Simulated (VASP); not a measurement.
# SrTiO3 (Tausonite) (Pm-3m) in VASP: a series of runs, part 2 of 2

VASP 6.6.1. The steps go on from the part before.

## 4. Single point, r2SCAN (volume changed by -3%)

Input file POSCAR:

```
SrTiO3
1.0
    3.8673856555      0.0000000000      0.0000000000
    0.0000000000      3.8673856555      0.0000000000
    0.0000000000      0.0000000000      3.8673856555
Sr Ti O
1 1 3
Direct
    0.5000000000      0.5000000000      0.5000000000
    0.0000000000      0.0000000000      0.0000000000
    0.5000000000      0.0000000000      0.0000000000
    0.0000000000      0.5000000000      0.0000000000
    0.0000000000      0.0000000000      0.5000000000
```

Input file INCAR.step1:

```
SYSTEM = SrTiO3
  PREC = Accurate
  ENCUT = 520
  ISMEAR = 0
  SIGMA = 0.01
  LREAL = .False.
  LASPH = .True.
  NELM = 100
  NBANDS = 28
  GGA = PE
  ALGO = Normal
  EDIFF = 1E-4
  LWAVE = .True.
  LCHARG = .False.
```

Input file INCAR.step2:

```
SYSTEM = SrTiO3
  PREC = Accurate
  ENCUT = 520
  EDIFF = 1E-7
  ISMEAR = 0
  SIGMA = 0.01
  LREAL = .False.
  LASPH = .True.
  NELM = 100
  ALGO = Normal
  ISIF = 2
  LWAVE = .False.
  LCHARG = .True.
  METAGGA = R2SCAN
  LMIXTAU = .True.
  LELF = .True.
  LVHAR = .True.
  NBANDS = 28
  ISTART = 1
```

Input file KPOINTS:

```
regular mesh
0
Gamma
  6 6 6
  0 0 0
```

Potentials or basis: VASP PAW PBE potentials, release 64 (Sr_sv, Ti_sv, O).

On the command line:

```sh
cat potpaw_PBE.64/Sr_sv/POTCAR potpaw_PBE.64/Ti_sv/POTCAR potpaw_PBE.64/O/POTCAR > POTCAR
cp INCAR.step1 INCAR
mpirun -np 1 vasp_std > vasp.out
cp INCAR.step2 INCAR
mpirun -np 1 vasp_std > vasp.out
```

OUTCAR:

```text
SYSTEM = SrTiO3
   PREC = Accurate
   ENCUT = 520
   EDIFF = 1E-7
   ISMEAR = 0
   LREAL = .False.
   LASPH = .True.
   NELM = 100
   ISIF = 2
   METAGGA = R2SCAN
   ISTART = 1

 ion  position               nearest neighbor table
   1  0.500  0.500  0.500-   3 2.73   4 2.73   5 2.73   3 2.73   4 2.73   3 2.73   5 2.73   3 2.73
                             4 2.73   5 2.73   4 2.73   5 2.73   2 3.35   2 3.35   2 3.35   2 3.35
   2  0.000  0.000  0.000-   3 1.93   4 1.93   5 1.93   5 1.93   4 1.93   3 1.93   1 3.35   1 3.35
                             1 3.35   1 3.35   1 3.35   1 3.35   1 3.35   1 3.35
   3  0.500  0.000  0.000-   2 1.93   2 1.93   1 2.73   1 2.73   1 2.73   1 2.73
   4  0.000  0.500  0.000-   2 1.93   2 1.93   1 2.73   1 2.73   1 2.73   1 2.73
   5  0.000  0.000  0.500-   2 1.93   2 1.93   1 2.73   1 2.73   1 2.73   1 2.73

  LATTYP: Found a simple cubic cell.
 ALAT       =     3.8673856555

  Lattice vectors:

 A1 = (   3.8673856555,   0.0000000000,   0.0000000000)
 A2 = (   0.0000000000,   3.8673856555,   0.0000000000)
 A3 = (   0.0000000000,   0.0000000000,   3.8673856555)

Analysis of symmetry for initial positions (statically):
[... 178 lines left out ...]
 cond. band min:       6.4293869281   @ k =   0.0000   0.0000   0.0000
 fundamental gap:      2.3393267104
 Fermi energy:         4.2037529133

 k-point     1 :       0.0000    0.0000    0.0000
  band No.  band energies     occupation
      1     -54.4484      2.00000
      2     -29.6913      2.00000
      3     -29.6673      2.00000
      4     -29.6673      2.00000
      5     -29.6673      2.00000
      6     -14.4337      2.00000
[... 609 lines left out ...]
     27      13.2855      0.00000
     28      13.2855      0.00000

------------------------ aborting loop because EDIFF is reached ----------------------------------------

  FORCE on cell =-STRESS in cart. coord.  units (eV):
  Direction    XX          YY          ZZ          XY          YZ          ZX
  --------------------------------------------------------------------------------------
  -------------------------------------------------------------------------------------
  Total        2.6010147      2.6010147      2.6010147     -0.0000000     -0.0000000      0.0000000
  in kB       72.0445194     72.0445194     72.0445194     -0.0000000     -0.0000000      0.0000000
  external PRESSURE =      72.0445194 kB  Pullay stress =       0.0000000 kB

 VOLUME and BASIS-vectors are now :
 -----------------------------------------------------------------------------
  energy-cutoff  :      520.00
  volume of cell :       57.84
      direct lattice vectors                 reciprocal lattice vectors
     3.867385656  0.000000000  0.000000000     0.258572609  0.000000000  0.000000000
     0.000000000  3.867385656  0.000000000     0.000000000  0.258572609  0.000000000
     0.000000000  0.000000000  3.867385656     0.000000000  0.000000000  0.258572609

 POSITION                                       TOTAL-FORCE (eV/Angst)
 -----------------------------------------------------------------------------------
      1.93369      1.93369      1.93369         0.000000      0.000000      0.000000
      0.00000      0.00000      0.00000         0.000000      0.000000      0.000000
      1.93369      0.00000      0.00000         0.000000      0.000000      0.000000
      0.00000      1.93369      0.00000         0.000000      0.000000      0.000000
      0.00000      0.00000      1.93369         0.000000      0.000000      0.000000
 -----------------------------------------------------------------------------------
    total drift:                                0.000000     -0.000000      0.000000

  FREE ENERGIE OF THE ION-ELECTRON SYSTEM (eV)
  ---------------------------------------------------
  free  energy   TOTEN  =       -63.2818748640 eV

  energy  without entropy=      -63.2818748640  energy(sigma->0) =      -63.28187486
```

OUTCAR.step1:

```text
SYSTEM = SrTiO3
   PREC = Accurate
   ENCUT = 520
   ISMEAR = 0
   LREAL = .False.
   LASPH = .True.
[... 848 lines left out ...]
      1.93369      0.00000      0.00000         0.000000      0.000000      0.000000
      0.00000      1.93369      0.00000         0.000000      0.000000      0.000000
      0.00000      0.00000      1.93369         0.000000      0.000000      0.000000
 -----------------------------------------------------------------------------------
    total drift:                                0.000000     -0.000000      0.000000

  FREE ENERGIE OF THE ION-ELECTRON SYSTEM (eV)
  ---------------------------------------------------
  free  energy   TOTEN  =       -39.9902680529 eV

  energy  without entropy=      -39.9902680529  energy(sigma->0) =      -39.99026805
```

Wall time 2.2 min (1 thread of Intel Xeon 6975P-C (Granite Rapids), shared host); peak memory 0.18 GiB.

What came out:

```yaml
Free_energy: -63.2819 eV
Pressure: 7.2 GPa
Band_gap_on_the_k_mesh: 2.34 eV, indirect (least direct gap 2.70 eV)
```

Caveat: the cell differs from its parent crystal (volume changed by -3%); the PAW data sets were made with another functional, which shifts forces and pressure a little.

## 5. Single point, r2SCAN

This run uses another cell than the first one, of 11.93 Å³/atom, 0.922 times its volume.

POSCAR: that of step 4 with these lines changed.

```diff
@@ -2,5 +2,5 @@
 1.0
-    3.8673856555      0.0000000000      0.0000000000
-    0.0000000000      3.8673856555      0.0000000000
-    0.0000000000      0.0000000000      3.8673856555
+    3.9068515002      0.0000000000      0.0000000000
+    0.0000000000      3.9068515002      0.0000000000
+    0.0000000000      0.0000000000      3.9068515002
 Sr Ti O
```

INCAR.step1: that of step 4 with these lines changed.

```diff
@@ -7,3 +7,3 @@
   LASPH = .True.
-  NELM = 100
+  NELM = 80
   NBANDS = 28
```

Input file INCAR.step2:

```
SYSTEM = SrTiO3
  PREC = Accurate
  ENCUT = 520
  EDIFF = 1E-6
  ISMEAR = 0
  SIGMA = 0.01
  LREAL = .False.
  LASPH = .True.
  NELM = 80
  ALGO = Normal
  ISIF = 2
  LWAVE = .False.
  LCHARG = .False.
  METAGGA = R2SCAN
  LMIXTAU = .True.
  NBANDS = 28
  ISTART = 1
```

Input file KPOINTS:

```
Automatic mesh
0
Gamma
  6 6 6
  0 0 0
```

On the command line:

```sh
cat potpaw_PBE.64/Sr_sv/POTCAR potpaw_PBE.64/Ti_sv/POTCAR potpaw_PBE.64/O/POTCAR > POTCAR
cp INCAR.step1 INCAR
mpirun -np 1 vasp_std > vasp.out
cp INCAR.step2 INCAR
mpirun -np 1 vasp_std > vasp.out
```

Wall time 2.2 min (1 thread of Intel Xeon 6975P-C (Granite Rapids), shared host); peak memory 0.19 GiB.

The run converged. Its results:

| Item | Value |
| --- | --- |
| Free energy | -63.3290 eV |
| Pressure | 0.9 GPa |
| Band gap on the k mesh | 2.27 eV, indirect (least direct gap 2.66 eV) |

Levels at points of the mesh, in eV from the valence-band top:
```
           k point  band 18  band 19  band 20  band 21  band 22  band 23
(0.00, 0.00, 0.00)    -0.38    -0.38    -0.38     2.27     2.27     2.27
(0.50, 0.00, 0.00)    -2.00    -0.77    -0.77     2.43     4.17     4.17
(0.50, 0.50, 0.00)    -1.61    -1.61    -0.09     4.18     4.18     4.66
(0.50, 0.50, 0.50)     0.00     0.00     0.00     4.87     4.87     4.87
```

Caveat: the PAW data sets were made with another functional, which shifts forces and pressure a little. r2SCAN opens gaps a little over a GGA but as a rule still falls short of measured ones.

## 6. Summary

| level | cell | gap on the mesh (eV) | pressure (GPa) |
| --- | --- | --- | --- |
| PBE | a = 4.014 Å, 5 atoms | 1.70 | -8.2 |
| r2SCAN | a = 3.827 Å, 5 atoms | 2.41 | 14.5 |
| r2SCAN | a = 3.867 Å, 5 atoms | 2.34 | 7.2 |
| r2SCAN | a = 3.907 Å, 5 atoms | 2.27 | 0.9 |

Alike in all rows: task single point; potentials or basis VASP PAW PBE potentials, release 64 (Sr_sv, Ti_sv, O); no spin polarisation; k mesh 6 × 6 × 6; cutoff (eV) 520; smearing gaussian 0.01 eV.

Caveats: the PAW data sets were made with another functional, which shifts forces and pressure a little (some runs).

Total energies depend on the potentials used, so only differences within one code and one set of settings carry meaning.
